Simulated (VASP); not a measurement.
A run of VASP 6.6.1 is set up as follows.

INCAR

```
SYSTEM = Ta2N
PREC     = Accurate       ! precision mode
ENCUT    = 600            ! plane-wave cutoff, eV
EDIFF    = 1E-6           ! SCF threshold, eV
ISMEAR   = -1             ! smearing method
SIGMA    = 0.01           ! smearing width, eV
LREAL    = .FALSE.        ! projectors in reciprocal space
LASPH    = .TRUE.         ! aspherical terms in the spheres
NELM     = 200            ! most SCF steps
ALGO     = Normal         ! electronic algorithm
ISIF     = 2              ! what is computed and relaxed
LWAVE    = .FALSE.        ! write WAVECAR
LCHARG   = .TRUE.         ! write CHGCAR
MAGMOM   = 0 0 0 0 0 0 0 0 0 ! initial moments
LORBIT   = 11             ! projections on sites
LSORBIT  = .TRUE.         ! spin-orbit coupling
GGA_COMPAT= .FALSE.      
LORBMOM  = .TRUE.       
LMAXMIX  = 4              ! l up to which the mixer works
GGA      = LIBXC          ! functional
LIBXC1   = GGA_X_B88    
LIBXC2   = GGA_C_PBE    
LVHAR    = .TRUE.       
NBANDS   = 40             ! bands
```

File KPOINTS:

```
Automatic mesh
0
G
  10 10 6
  0 0 0
```

POSCAR

```
Ta2N
1.0
    3.1538249100      0.0000000000      0.0000000000
   -1.5769124550      2.7312924911      0.0000000000
    0.0000000000      0.0000000000      4.9339252000
Ta N
2 1
Direct
    0.3333333333      0.6666666667      0.2547110000
    0.6666666667      0.3333333333      0.7452890000
    0.0000000000      0.0000000000      0.0000000000
```

Potentials or basis: VASP PAW PBE potentials, release 64 (Ta_pv, N).

Run with:

```console
$ cat potpaw_PBE.64/Ta_pv/POTCAR potpaw_PBE.64/N/POTCAR > POTCAR
$ mpirun -np 1 vasp_ncl > vasp.out
```

(1) What does it give for the largest force?

(2) Estimate the pressure.

(3) Predict the net moment.

Results:

(1) 0.147 eV/Å.

(2) -10.8 GPa.

(3) 0.00 μB per cell.

Caveat: the cell stands under tension; the PAW data sets were made with another functional, which shifts forces and pressure a little.
